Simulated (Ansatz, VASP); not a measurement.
CuO in VASP and in Ansatz

Contents of INCAR:

```
SYSTEM = CuO
PREC = Accurate
ENCUT = 520
EDIFF = 1E-6
ISMEAR = 0
SIGMA = 0.1
LREAL = .FALSE.
LASPH = .TRUE.
NELM = 150
ALGO = Normal
ISIF = 2
LWAVE = .FALSE.
LCHARG = .FALSE.
ISPIN = 2
MAGMOM = 1 0
LORBIT = 11
LMAXMIX = 4
GGA = PE
NBANDS = 20
```

KPOINTS

```
Automatic mesh
0
G
  6 6 6
  0 0 0
```

File POSCAR:

```
CuO
1.0
   -1.8169678200      1.8169678200      2.0251111900
    1.8169678200     -1.8169678200      2.0251111900
    1.8169678200      1.8169678200     -2.0251111900
Cu O
1 1
Direct
    0.5000000000      0.5000000000      0.0000000000
    0.0000000000      0.0000000000      0.0000000000
```

Input for Ansatz:

```yaml
crystal:
  lattice:
    - [-1.81696782, 1.81696782, 2.02511119]
    - [1.81696782, -1.81696782, 2.02511119]
    - [1.81696782, 1.81696782, -2.02511119]
  atoms:
    - { symbol: Cu, position: [0.5, 0.5, 0.0], spin: 1.0 }
    - { symbol: O, position: [0.0, 0.0, 0.0] }
basis:
  ecutwfc: 420
kpoints:
  mp_grid: { grid: [6, 6, 6] }
hamiltonian:
  xc: pbe
scf:
  occupations: { method: gaussian, width: 0.1 }
  lower_state_search: "off"
output:
  forces: true
  stress: true
  eigenvalues: true
  populations: true
magnetization:
  spin_polarized: true
```

Alike in both runs: task single point; functional PBE; k mesh 6 × 6 × 6; occupations gaussian, width 0.1 eV; collinear spin.

|  | VASP | Ansatz |
| --- | --- | --- |
| version | VASP 6.6.1 | Ansatz 0.2.0 |
| potentials or method | VASP PAW PBE potentials, release 64 (Cu, O), cutoff 520 eV | scalar-relativistic, plane waves, PAW |
| valence electrons in the cell | 17 | 25 |

Ansatz gave:

| Quantity | Value |
| --- | --- |
| gap on the k mesh at the Fermi level (eV) | none |
| pressure (GPa) | -21.5 |
| traceless stress, the component that is largest in VASP (GPa) | -10.84 |
| net moment per atom (μB) | 0.00 |

Q: Estimate VASP's values.

A: gap on the k mesh at the Fermi level (eV): none; pressure (GPa): -21.3; traceless stress, the component that is largest in VASP (GPa): -10.27; net moment per atom (μB): 0.00.

A gap of «none» marks a metal or a gap that the smearing closes. VASP's potentials hold 17 valence electrons a cell and Ansatz's 25, so a difference there can come from the potentials and not from the codes. Ansatz's warnings: seeded moment not kept.

The k mesh is coarse, so the values compare programs but aren't converged.
